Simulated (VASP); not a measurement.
# CrIr3 (Pm-3m) in VASP: single point with LDA

Aim: the single point of CrIr3 with LDA.

Program: VASP 6.6.1. These are calculated values, not measurements. Logs are shortened: lines on timing, memory, paths and dates and some standing lists are left out, and cuts for length are marked.

## (1) The cell of the first run

It takes space group Pm-3m (No. 221, cubic). Conventional cell: a = 3.814 Å, b = 3.814 Å, c = 3.814 Å, α = 90.00°, β = 90.00°, γ = 90.00°. Within 3.6 Å of Cr (site symmetry m-3m) lie 12 Ir at 2.70 Å. Within 3.6 Å of Ir (site symmetry 4/mmm) lie 4 Cr at 2.70 Å and 8 Ir at 2.70 Å.

## (2) Single point, LDA, collinear spin, ferromagnetic start

Contents of INCAR:

```
PREC     = Accurate       # precision mode
ENCUT    = 520            # plane-wave cutoff, eV
EDIFF    = 1E-6           # SCF threshold, eV
ISMEAR   = -1             # smearing method
SIGMA    = 0.05           # smearing width, eV
LREAL    = F              # projectors in reciprocal space
LASPH    = T              # aspherical terms in the spheres
NELM     = 150            # most SCF steps
ALGO     = Normal         # electronic algorithm
ISIF     = 2              # what is computed and relaxed
LWAVE    = F              # write WAVECAR
LCHARG   = F              # write CHGCAR
ISPIN    = 2              # spin polarisation
MAGMOM   = -1.5 0 0 0     # initial moments
LORBIT   = 11             # projections on sites
LMAXMIX  = 4              # l up to which the mixer works
NBANDS   = 32             # bands
```

Contents of KPOINTS:

```
Automatic mesh
0
Gamma
  8 8 8
```

Contents of POSCAR:

```
CrIr3
1.0
    3.8141374133      0.0000000000      0.0000000000
    0.0000000000      3.8141374133      0.0000000000
    0.0000000000      0.0000000000      3.8141374133
Cr Ir
1 3
Direct
    0.0000000000      0.0000000000      0.0000000000
    0.0000000000      0.5000000000      0.5000000000
    0.5000000000      0.5000000000      0.0000000000
    0.5000000000      0.0000000000      0.5000000000
```

Potentials or basis: VASP PAW LDA potentials, release 64 (Cr_pv, Ir).

The run is started by

```sh
$ cat potpaw_LDA.64/Cr_pv/POTCAR potpaw_LDA.64/Ir/POTCAR > POTCAR
$ mpirun -np 1 vasp_std > vasp.out
```

OUTCAR:

```text
PREC = Accurate
   ENCUT = 520
   EDIFF = 1E-6
   ISMEAR = -1
   LREAL = F
   LASPH = T
   NELM = 150
   ISIF = 2
   ISPIN = 2
   LORBIT = 11

 ion  position               nearest neighbor table
   1  0.000  0.000  0.000-   2 2.70   3 2.70   4 2.70   2 2.70   4 2.70   2 2.70   3 2.70   2 2.70
                             3 2.70   4 2.70   4 2.70   3 2.70
   2  0.000  0.500  0.500-   1 2.70   3 2.70   4 2.70   1 2.70   3 2.70   1 2.70   4 2.70   1 2.70
                             3 2.70   4 2.70   3 2.70   4 2.70
   3  0.500  0.500  0.000-   1 2.70   2 2.70   4 2.70   2 2.70   4 2.70   1 2.70   4 2.70   4 2.70
                             1 2.70   2 2.70   2 2.70   1 2.70
   4  0.500  0.000  0.500-   1 2.70   2 2.70   3 2.70   1 2.70   3 2.70   2 2.70   3 2.70   3 2.70
                             1 2.70   2 2.70   1 2.70   2 2.70

  LATTYP: Found a simple cubic cell.
 ALAT       =     3.8141374133

  Lattice vectors:

 A1 = (   3.8141374133,   0.0000000000,   0.0000000000)
 A2 = (   0.0000000000,   3.8141374133,   0.0000000000)
 A3 = (   0.0000000000,   0.0000000000,   3.8141374133)

Analysis of symmetry for initial positions (statically):
=====================================================================
 Subroutine PRICEL returns:
 Original cell was already a primitive cell.

 Routine SETGRP: Setting up the symmetry group for a
 simple cubic supercell.

 Subroutine GETGRP returns: Found 48 space group operations
 (whereof 48 operations were pure point group operations)
 out of a pool of 48 trial point group operations.

The static configuration has the point symmetry O_h .

Analysis of symmetry for dynamics (positions and initial velocities):
=====================================================================
 Subroutine PRICEL returns:
 Original cell was already a primitive cell.

 Routine SETGRP: Setting up the symmetry group for a
 simple cubic supercell.

 Subroutine GETGRP returns: Found 48 space group operations
 (whereof 48 operations were pure point group operations)
 out of a pool of 48 trial point group operations.

The dynamic configuration has the point symmetry O_h .

Analysis of structural, dynamic, and magnetic symmetry:
=====================================================================
 Subroutine PRICEL returns:
 Original cell was already a primitive cell.

 Routine SETGRP: Setting up the symmetry group for a
 simple cubic supercell.

 Subroutine GETGRP returns: Found 48 space group operations
 (whereof 48 operations were pure point group operations)
 out of a pool of 48 trial point group operations.

The overall configuration has the point symmetry O_h .

 Subroutine INISYM returns: Found 48 space group operations
 (whereof 48 operations are pure point group operations),
 and found     1 'primitive' translations

----------------------------------------------------------------------------------------

                                     Primitive cell

  volume of cell :      55.4867

  direct lattice vectors                    reciprocal lattice vectors
     3.814137413  0.000000000  0.000000000     0.262182478  0.000000000  0.000000000
     0.000000000  3.814137413  0.000000000     0.000000000  0.262182478  0.000000000
     0.000000000  0.000000000  3.814137413     0.000000000  0.000000000  0.262182478

  length of vectors
     3.814137413  3.814137413  3.814137413     0.262182478  0.262182478  0.262182478

  position of ions in fractional coordinates (direct lattice)
     0.000000000  0.000000000  0.000000000
     0.000000000  0.500000000  0.500000000
     0.500000000  0.500000000  0.000000000
     0.500000000  0.000000000  0.500000000

  ion indices of the primitive-cell ions
   primitive index   ion index
                 1           1
                 2           2
                 3           3
                 4           4

----------------------------------------------------------------------------------------

 KPOINTS: Automatic mesh

Automatic generation of k-mesh.
 Grid dimensions read from file:
 generate k-points for:    8    8    8

 Generating k-lattice:

  Cartesian coordinates                     Fractional coordinates (reciprocal lattice)
     0.032772810  0.000000000  0.000000000     0.125000000  0.000000000  0.000000000
     0.000000000  0.032772810  0.000000000     0.000000000  0.125000000  0.000000000
     0.000000000  0.000000000  0.032772810     0.000000000  0.000000000  0.125000000

  Length of vectors
     0.032772810  0.032772810  0.032772810

  Shift w.r.t. Gamma in fractional coordinates (k-lattice)
     0.000000000  0.000000000  0.000000000

 Subroutine IBZKPT returns following result:
 ===========================================

 Found     35 irreducible k-points:

 Following reciprocal coordinates:
            Coordinates               Weight
  0.000000  0.000000  0.000000      1.000000
  0.125000  0.000000  0.000000      6.000000
  0.250000  0.000000  0.000000      6.000000
  0.375000  0.000000  0.000000      6.000000
  0.500000  0.000000  0.000000      3.000000
  0.125000  0.125000  0.000000     12.000000
[... 16 lines left out ...]
  0.375000  0.375000  0.125000     24.000000
  0.500000  0.375000  0.125000     24.000000
 [... further k-points ...]
   k-points           NKPTS =     35   k-points in BZ     NKDIM =     35   number of bands    NBANDS=     32
   number of dos      NEDOS =    301   number of ions     NIONS =      4
   total plane-waves  NPLWV =  21952
   dimension x,y,z NGX =    28 NGY =   28 NGZ =   28
   dimension x,y,z NGXF=    56 NGYF=   56 NGZF=   56
   ions per type =               1   3
   NGX,Y,Z   is equivalent  to a cutoff of  12.20, 12.20, 12.20 a.u.
   NGXF,Y,Z  is equivalent  to a cutoff of  24.41, 24.41, 24.41 a.u.
 SYSTEM =  unknown system
   PREC   = accura    normal or accurate (medium, high low for compatibility)
   ISTART =      0    job   : 0-new  1-cont  2-samecut
   ICHARG =      2    charge: 1-file 2-atom 10-const
   ISPIN  =      2    spin polarized calculation?
   LNONCOLLINEAR =      F non collinear calculations
   LSORBIT =      F    spin-orbit coupling
   LASPH  =      T    aspherical Exc in radial PAW
   ENCUT  =  520.0 eV  38.22 Ry    6.18 a.u.   7.09  7.09  7.09*2*pi/ulx,y,z
   NELM   =    150;   NELMIN=  2; NELMDL= -5     # of ELM steps
   EDIFF  = 0.1E-05   stopping-criterion for ELM
   LREAL  =      F    real-space projection
   EDIFFG = 0.1E-04   stopping-criterion for IOM
   NSW    =      0    number of steps for IOM
   IBRION =     -1    ionic relax: 0-MD 1-quasi-New 2-CG
   NFREE  =      0    steps in history (QN), initial steepest desc. (CG)
   ISIF   =      2    stress and relaxation
   ISYM   =      2    0-nonsym 1-usesym 2-fastsym
   POTIM  = 0.5000    time-step for ionic-motion
   TEBEG  =    0.0;   TEEND  =   0.0 temperature during run
   PSTRESS=    0.0 pullay stress
   NELECT =      39.0000    total number of electrons
   NUPDOWN=      -1.0000    fix difference up-down
   EMIN   =  10.00;   EMAX   =-10.00  energy-range for DOS
   EFERMI =   0.00;   METHOD = LEGACY
   ISMEAR =    -1;   SIGMA  =   0.05  broadening in eV -4-tet -1-fermi 0-gaus
   EFERMI_NEDOS =   21; number of points for ismear=-14 and -15
   IALGO  =     38    algorithm
   IMIX   =      4    mixing-type and parameters
     AMIX     =   0.40;   BMIX     =  1.00
     AMIX_MAG =   1.60;   BMIX_MAG =  1.00
  volume/ion in A,a.u.               =      13.87        93.61
  Fermi-wavevector in a.u.,A,eV,Ry     =   1.455571  2.750630 28.826482  2.118687
  Thomas-Fermi vector in A             =   2.572590
   LORBIT       =     11    0 simple, 1 ext, 2 COOP (PROOUT), +10 PAW based schemes
   GGA     = CA    functional components
   LHFCALC =     F    Hartree Fock is set to
   AEXX    =    0.0000 exact exchange contribution
   IVDW    =     0    specifies the selected vdW correction
   LEPSILON=     F    determine dielectric tensor
   LRPA    =     F    only Hartree local field effects (RPA)
 spin polarized calculation
  energy-cutoff  :      520.00
  volume of cell :       55.49
 maximum number of plane-waves:      1510
   NGX = 15   NGY = 15   NGZ = 15

 number of electron      38.9999964 magnetization      -1.1642346

 Free energy of the ion-electron system (eV)
  ---------------------------------------------------
  ext. energy  EPLUGINS =         0.00000000
  ---------------------------------------------------
  free energy    TOTEN  =       -42.29263397 eV

  energy without entropy =      -42.27065237  energy(sigma->0) =      -42.28164317

 E-fermi :   9.8235     XC(G=0): -13.9421

 val. band max:        9.7972509381   @ k =   0.3750   0.3750   0.2500
 cond. band min:       9.8272443730   @ k =   0.2500   0.2500   0.0000
 fundamental gap:      0.0299934349
 Fermi energy:         9.8235488969

 spin component 1

 k-point     1 :       0.0000    0.0000    0.0000
  band No.  band energies     occupation
      1     -32.3728      1.00000
      2     -32.3728      1.00000
      3     -32.3728      1.00000
      4      -0.3072      1.00000
      5       2.4180      1.00000
      6       3.2812      1.00000
[... 805 lines left out ...]
     30      19.6918      0.00000
     31      21.6563      0.00000

 [... further k-points ...]

 spin component 2

 k-point     1 :       0.0000    0.0000    0.0000
  band No.  band energies     occupation
      1     -33.7631      1.00000
      2     -33.7631      1.00000
      3     -33.7631      1.00000
      4      -0.3436      1.00000
      5       2.4342      1.00000
      6       3.1594      1.00000
[... 805 lines left out ...]
     30      19.4728      0.00000
     31      21.5863      0.00000

 [... further k-points ...]

 [bands above 31 left out]

------------------------ aborting loop because EDIFF is reached ----------------------------------------

  FORCE on cell =-STRESS in cart. coord.  units (eV):
  Direction    XX          YY          ZZ          XY          YZ          ZX
  --------------------------------------------------------------------------------------
  -------------------------------------------------------------------------------------
  Total       -5.0531617     -5.0531617     -5.0531617     -0.0000000     -0.0000000      0.0000000
  in kB     -145.9099035   -145.9099035   -145.9099035     -0.0000000     -0.0000000      0.0000000
  external PRESSURE =    -145.9099035 kB  Pullay stress =       0.0000000 kB

 VOLUME and BASIS-vectors are now :
 -----------------------------------------------------------------------------
  energy-cutoff  :      520.00
  volume of cell :       55.49
      direct lattice vectors                 reciprocal lattice vectors
     3.814137413  0.000000000  0.000000000     0.262182478  0.000000000  0.000000000
     0.000000000  3.814137413  0.000000000     0.000000000  0.262182478  0.000000000
     0.000000000  0.000000000  3.814137413     0.000000000  0.000000000  0.262182478

 POSITION                                       TOTAL-FORCE (eV/Angst)
 -----------------------------------------------------------------------------------
      0.00000      0.00000      0.00000         0.000000      0.000000      0.000000
      0.00000      1.90707      1.90707         0.000000      0.000000      0.000000
      1.90707      1.90707      0.00000         0.000000      0.000000      0.000000
      1.90707      0.00000      1.90707         0.000000      0.000000      0.000000
 -----------------------------------------------------------------------------------
    total drift:                                0.000000      0.000000      0.000000

  FREE ENERGIE OF THE ION-ELECTRON SYSTEM (eV)
  ---------------------------------------------------
  free  energy   TOTEN  =       -42.2926339684 eV

  energy  without entropy=      -42.2706523675  energy(sigma->0) =      -42.28164317

 total charge

# of ion       s       p       d       tot
------------------------------------------
    1        0.339   6.326   4.117  10.782
    2        0.706   0.737   6.986   8.429
    3        0.706   0.737   6.986   8.429
    4        0.706   0.737   6.986   8.429
--------------------------------------------------
tot          2.458   8.537  25.076  36.071

 magnetization (x)

# of ion       s       p       d       tot
------------------------------------------
    1       -0.012  -0.018  -1.448  -1.479
    2        0.007   0.009   0.110   0.126
    3        0.007   0.009   0.110   0.126
    4        0.007   0.009   0.110   0.126
--------------------------------------------------
tot          0.009   0.009  -1.118  -1.100
```

Run time: 2.1 min. Hardware: 1 thread of AMD EPYC 7R43 (Zen 3), shared host; peak memory 0.18 GiB.

What came out:

- Free energy: -42.2926 eV
- Pressure: -14.6 GPa
- Net moment: -1.16 μB per cell
- Site moments: Cr -1.48; Ir +0.13 μB
- Valence electrons inside the program's atomic spheres: Cr 10.78; Ir 8.43

Caveat: spin-orbit coupling is left out, which moves the levels of the heavy elements.
